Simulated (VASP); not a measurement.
# MnSi (P2_13) in VASP: single point with PBE

Aim: the single point of MnSi with PBE.

Everything below comes from runs of VASP 6.6.1. Logs are shortened: lines on timing, memory, paths and dates and some standing lists are left out, and cuts for length are marked.

**1. The cell of the first run**

It takes space group P2_13 (No. 198, cubic). Conventional cell: a = 4.556 Å, b = 4.556 Å, c = 4.556 Å, α = 90.00°, β = 90.00°, γ = 90.00°. Within 3.0 Å of Mn (site symmetry 3) lie 7 Si at 2.29 to 2.55 Å and 6 Mn at 2.79 Å. Within 3.0 Å of Si (site symmetry 3) lie 7 Mn at 2.29 to 2.55 Å and 6 Si at 2.82 Å.

**2. Single point, PBE, collinear spin, ferromagnetic start**

Contents of INCAR:

```
  PREC = Accurate
  ENCUT = 520
  EDIFF = 1E-6
  ISMEAR = -1
  SIGMA = 0.05
  LREAL = F
  LASPH = T
  NELM = 150
  ALGO = Normal
  ISIF = 2
  LWAVE = F
  LCHARG = T
  ISPIN = 2
  MAGMOM = 3 3 3 3 0 0 0 0
  LORBIT = 11
  LMAXMIX = 4
  GGA = PE
  LELF = T
  LVHAR = T
  NBANDS = 48
```

Contents of KPOINTS:

```
regular mesh
0
Gamma
  7 7 7
```

Contents of POSCAR:

```
MnSi
1.0
    4.5561300000      0.0000000000      0.0000000000
    0.0000000000      4.5561300000      0.0000000000
    0.0000000000      0.0000000000      4.5561300000
Mn Si
4 4
Direct
    0.1356294755      0.1356294755      0.1356294755
    0.3643705245      0.8643705245      0.6356294755
    0.6356294755      0.3643705245      0.8643705245
    0.8643705245      0.6356294755      0.3643705245
    0.8448836747      0.8448836747      0.8448836747
    0.6551163253      0.1551163253      0.3448836747
    0.3448836747      0.6551163253      0.1551163253
    0.1551163253      0.3448836747      0.6551163253
```

Potentials or basis: VASP PAW PBE potentials, release 64 (Mn_pv, Si).

Run with:

```sh
> cat potpaw_PBE.64/Mn_pv/POTCAR potpaw_PBE.64/Si/POTCAR > POTCAR
> mpirun -np 1 vasp_std > vasp.out
```

OUTCAR:

```text
PREC = Accurate
   ENCUT = 520
   EDIFF = 1E-6
   ISMEAR = -1
   LREAL = F
   LASPH = T
   NELM = 150
   ISIF = 2
   ISPIN = 2
   LORBIT = 11
   GGA = PE

 ion  position               nearest neighbor table
   1  0.136  0.136  0.136-   5 2.29   6 2.39   7 2.39   8 2.39   7 2.55   8 2.55   6 2.55   3 2.79
                             4 2.79   2 2.79   2 2.79   4 2.79   3 2.79
   2  0.364  0.864  0.636-   6 2.29   5 2.39   7 2.39   8 2.39   7 2.55   8 2.55   5 2.55   1 2.79
                             1 2.79   3 2.79   3 2.79   4 2.79   4 2.79
   3  0.636  0.364  0.864-   7 2.29   6 2.39   5 2.39   8 2.39   8 2.55   6 2.55   5 2.55   1 2.79
                             4 2.79   2 2.79   2 2.79   4 2.79   1 2.79
   4  0.864  0.636  0.364-   8 2.29   6 2.39   7 2.39   5 2.39   6 2.55   5 2.55   7 2.55   1 2.79
                             3 2.79   2 2.79   1 2.79   2 2.79   3 2.79
   5  0.845  0.845  0.845-   1 2.29   2 2.39   3 2.39   4 2.39   3 2.55   4 2.55   2 2.55   6 2.82
                             7 2.82   8 2.82   6 2.82   8 2.82   7 2.82
   6  0.655  0.155  0.345-   2 2.29   1 2.39   3 2.39   4 2.39   3 2.55   4 2.55   1 2.55   8 2.82
                             5 2.82   5 2.82   7 2.82   7 2.82   8 2.82
   7  0.345  0.655  0.155-   3 2.29   2 2.39   1 2.39   4 2.39   4 2.55   2 2.55   1 2.55   8 2.82
                             5 2.82   8 2.82   6 2.82   6 2.82   5 2.82
   8  0.155  0.345  0.655-   4 2.29   2 2.39   3 2.39   1 2.39   2 2.55   1 2.55   3 2.55   7 2.82
                             5 2.82   7 2.82   5 2.82   6 2.82   6 2.82

  LATTYP: Found a simple cubic cell.
 ALAT       =     4.5561300000

  Lattice vectors:

 A1 = (   4.5561300000,   0.0000000000,   0.0000000000)
 A2 = (   0.0000000000,   4.5561300000,   0.0000000000)
 A3 = (   0.0000000000,   0.0000000000,   4.5561300000)

Analysis of symmetry for initial positions (statically):
=====================================================================
 Subroutine PRICEL returns:
 Original cell was already a primitive cell.

 Routine SETGRP: Setting up the symmetry group for a
 simple cubic supercell.

 Subroutine GETGRP returns: Found 12 space group operations
 (whereof  3 operations were pure point group operations)
 out of a pool of 48 trial point group operations.

The static configuration has the point symmetry C_3 .
 The point group associated with its full space group is T   .

Analysis of symmetry for dynamics (positions and initial velocities):
=====================================================================
 Subroutine PRICEL returns:
 Original cell was already a primitive cell.

 Routine SETGRP: Setting up the symmetry group for a
 simple cubic supercell.

 Subroutine GETGRP returns: Found 12 space group operations
 (whereof  3 operations were pure point group operations)
 out of a pool of 48 trial point group operations.

The dynamic configuration has the point symmetry C_3 .
 The point group associated with its full space group is T   .

Analysis of structural, dynamic, and magnetic symmetry:
=====================================================================
 Subroutine PRICEL returns:
 Original cell was already a primitive cell.

 Routine SETGRP: Setting up the symmetry group for a
 simple cubic supercell.

 Subroutine GETGRP returns: Found 12 space group operations
 (whereof  3 operations were pure point group operations)
 out of a pool of 48 trial point group operations.

The overall configuration has the point symmetry C_3 .
 The point group associated with its full space group is T   .

 Subroutine INISYM returns: Found 12 space group operations
 (whereof  3 operations are pure point group operations),
 and found     1 'primitive' translations

----------------------------------------------------------------------------------------

                                     Primitive cell

  volume of cell :      94.5776

  direct lattice vectors                    reciprocal lattice vectors
     4.556130000  0.000000000  0.000000000     0.219484519  0.000000000  0.000000000
     0.000000000  4.556130000  0.000000000     0.000000000  0.219484519  0.000000000
     0.000000000  0.000000000  4.556130000     0.000000000  0.000000000  0.219484519

  length of vectors
     4.556130000  4.556130000  4.556130000     0.219484519  0.219484519  0.219484519

  position of ions in fractional coordinates (direct lattice)
     0.135629475  0.135629475  0.135629475
[... 79 lines left out ...]
 SYSTEM =  unknown system
   PREC   = accura    normal or accurate (medium, high low for compatibility)
   ISTART =      0    job   : 0-new  1-cont  2-samecut
   ICHARG =      2    charge: 1-file 2-atom 10-const
   ISPIN  =      2    spin polarized calculation?
   LNONCOLLINEAR =      F non collinear calculations
   LSORBIT =      F    spin-orbit coupling
   LASPH  =      T    aspherical Exc in radial PAW
   ENCUT  =  520.0 eV  38.22 Ry    6.18 a.u.   8.47  8.47  8.47*2*pi/ulx,y,z
   NELM   =    150;   NELMIN=  2; NELMDL= -5     # of ELM steps
   EDIFF  = 0.1E-05   stopping-criterion for ELM
   LREAL  =      F    real-space projection
   EDIFFG = 0.1E-04   stopping-criterion for IOM
   NSW    =      0    number of steps for IOM
   IBRION =     -1    ionic relax: 0-MD 1-quasi-New 2-CG
   NFREE  =      0    steps in history (QN), initial steepest desc. (CG)
   ISIF   =      2    stress and relaxation
   ISYM   =      2    0-nonsym 1-usesym 2-fastsym
   POTIM  = 0.5000    time-step for ionic-motion
   TEBEG  =    0.0;   TEEND  =   0.0 temperature during run
   PSTRESS=    0.0 pullay stress
   NELECT =      68.0000    total number of electrons
   NUPDOWN=      -1.0000    fix difference up-down
   EMIN   =  10.00;   EMAX   =-10.00  energy-range for DOS
   EFERMI =   0.00;   METHOD = LEGACY
   ISMEAR =    -1;   SIGMA  =   0.05  broadening in eV -4-tet -1-fermi 0-gaus
   EFERMI_NEDOS =   21; number of points for ismear=-14 and -15
   IALGO  =     38    algorithm
   IMIX   =      4    mixing-type and parameters
     AMIX     =   0.40;   BMIX     =  1.00
     AMIX_MAG =   1.60;   BMIX_MAG =  1.00
  volume/ion in A,a.u.               =      11.82        79.78
  Fermi-wavevector in a.u.,A,eV,Ry     =   1.466611  2.771493 29.265434  2.150949
  Thomas-Fermi vector in A             =   2.582328
   LORBIT       =     11    0 simple, 1 ext, 2 COOP (PROOUT), +10 PAW based schemes
   GGA     = PE    functional components
   LHFCALC =     F    Hartree Fock is set to
   AEXX    =    0.0000 exact exchange contribution
   IVDW    =     0    specifies the selected vdW correction
   LEPSILON=     F    determine dielectric tensor
   LRPA    =     F    only Hartree local field effects (RPA)
 spin polarized calculation
  energy-cutoff  :      520.00
  volume of cell :       94.58
 maximum number of plane-waves:      2566
 NGX is ok and might be reduce to    36
   NGX = 17   NGY = 17   NGZ = 17

 number of electron      68.0000000 magnetization      12.0000000

 number of electron      68.0000007 magnetization       3.9737594

 Free energy of the ion-electron system (eV)
  ---------------------------------------------------
  ext. energy  EPLUGINS =         0.00000000
  ---------------------------------------------------
  free energy    TOTEN  =       -61.40894035 eV

  energy without entropy =      -61.37177832  energy(sigma->0) =      -61.39035933

 E-fermi :  10.8227     XC(G=0): -12.6932

 val. band max:       10.8181826759   @ k =   0.2857   0.2857   0.1429
 cond. band min:      10.8297104527   @ k =   0.2857   0.2857   0.2857
 fundamental gap:      0.0115277768
 Fermi energy:        10.8226693122

 spin component 1

 k-point     1 :       0.0000    0.0000    0.0000
  band No.  band energies     occupation
      1     -37.6176      1.00000
      2     -37.6176      1.00000
      3     -37.6176      1.00000
      4     -37.5505      1.00000
      5     -37.5505      1.00000
      6     -37.5442      1.00000
[... 1165 lines left out ...]
     45      16.4367      0.00000
     46      16.5909      0.00000
 Fermi energy:        10.8226693122

 spin component 2

 k-point     1 :       0.0000    0.0000    0.0000
  band No.  band energies     occupation
      1     -36.5986      1.00000
      2     -36.5986      1.00000
      3     -36.5986      1.00000
      4     -36.5197      1.00000
      5     -36.3805      1.00000
      6     -36.3805      1.00000
[... 1165 lines left out ...]
     45      16.6858      0.00000
     46      16.7697      0.00000
 [bands above 46 left out]

------------------------ aborting loop because EDIFF is reached ----------------------------------------

  FORCE on cell =-STRESS in cart. coord.  units (eV):
  Direction    XX          YY          ZZ          XY          YZ          ZX
  --------------------------------------------------------------------------------------
  -------------------------------------------------------------------------------------
  Total       -2.9553553     -2.9553553     -2.9553553      0.0000000     -0.0000000      0.0000000
  in kB      -50.0647403    -50.0647403    -50.0647403      0.0000000     -0.0000000      0.0000000
  external PRESSURE =     -50.0647403 kB  Pullay stress =       0.0000000 kB

 VOLUME and BASIS-vectors are now :
 -----------------------------------------------------------------------------
  energy-cutoff  :      520.00
  volume of cell :       94.58
      direct lattice vectors                 reciprocal lattice vectors
     4.556130000  0.000000000  0.000000000     0.219484519  0.000000000  0.000000000
     0.000000000  4.556130000  0.000000000     0.000000000  0.219484519  0.000000000
     0.000000000  0.000000000  4.556130000     0.000000000  0.000000000  0.219484519

 POSITION                                       TOTAL-FORCE (eV/Angst)
 -----------------------------------------------------------------------------------
      0.61795      0.61795      0.61795         0.008248      0.008248      0.008248
      1.66012      3.93818      2.89601        -0.008248     -0.008248      0.008248
      2.89601      1.66012      3.93818         0.008248     -0.008248     -0.008248
      3.93818      2.89601      1.66012        -0.008248      0.008248     -0.008248
      3.84940      3.84940      3.84940        -0.000712     -0.000712     -0.000712
      2.98480      0.70673      1.57133         0.000712      0.000712     -0.000712
      1.57133      2.98480      0.70673        -0.000712      0.000712      0.000712
      0.70673      1.57133      2.98480         0.000712     -0.000712      0.000712
 -----------------------------------------------------------------------------------
    total drift:                               -0.000001     -0.000001      0.000000

  FREE ENERGIE OF THE ION-ELECTRON SYSTEM (eV)
  ---------------------------------------------------
  free  energy   TOTEN  =       -61.4089403491 eV

  energy  without entropy=      -61.3717783191  energy(sigma->0) =      -61.39035933

 total charge

# of ion       s       p       d       tot
------------------------------------------
    1        0.325   6.372   5.266  11.963
    2        0.325   6.372   5.266  11.963
    3        0.325   6.372   5.266  11.963
    4        0.325   6.372   5.266  11.963
    5        0.744   0.890   0.000   1.633
    6        0.744   0.890   0.000   1.633
    7        0.744   0.890   0.000   1.633
    8        0.744   0.890   0.000   1.633
--------------------------------------------------
tot          4.276  29.045  21.063  54.385

 magnetization (x)

# of ion       s       p       d       tot
------------------------------------------
    1        0.001   0.006   1.052   1.059
    2        0.001   0.006   1.052   1.059
    3        0.001   0.006   1.052   1.059
    4        0.001   0.006   1.052   1.059
    5       -0.013  -0.037   0.000  -0.050
    6       -0.013  -0.037   0.000  -0.050
    7       -0.013  -0.037   0.000  -0.050
    8       -0.013  -0.037   0.000  -0.050
--------------------------------------------------
tot         -0.050  -0.122   4.208   4.035
```

It took 2.3 min on 1 thread of Intel Xeon Platinum 8488C (Sapphire Rapids), shared host; peak memory 0.33 GiB.

What came out:

| Quantity | Value |
| --- | --- |
| Free energy | -61.4089 eV |
| Pressure | -5.0 GPa |
| Largest force | 0.014 eV/Å |
| Band gap on the k mesh | zero (filled and empty bands overlap) |
| Net moment | 3.97 μB per cell |
| Site moments | Mn +1.06; Si -0.05 μB |
| Valence electrons inside the program's atomic spheres | Mn 11.96; Si 1.63 |

Forces in eV/Å, atoms in the order of the input:
```
Mn   0.008  0.008  0.008
Mn  -0.008 -0.008  0.008
Mn   0.008 -0.008 -0.008
Mn  -0.008  0.008 -0.008
Si  -0.001 -0.001 -0.001
Si   0.001  0.001 -0.001
Si  -0.001  0.001  0.001
Si   0.001 -0.001  0.001
```

Levels at points of the mesh, in eV from the Fermi level:
Spin up:
```tsv
k point	band 33	band 34	band 35	band 36	band 37	band 38	band 39	band 40
(0.00, 0.00, 0.00)	-0.43	-0.43	-0.37	-0.37	0.68	0.68	0.68	2.82
```
Spin down:
| k point | band 30 | band 31 | band 32 | band 33 | band 34 | band 35 |
| --- | --- | --- | --- | --- | --- | --- |
| (0.00, 0.00, 0.00) | -1.39 | -1.39 | 0.63 | 0.63 | 0.63 | 0.95 |

Caveat: the cell stands under tension.
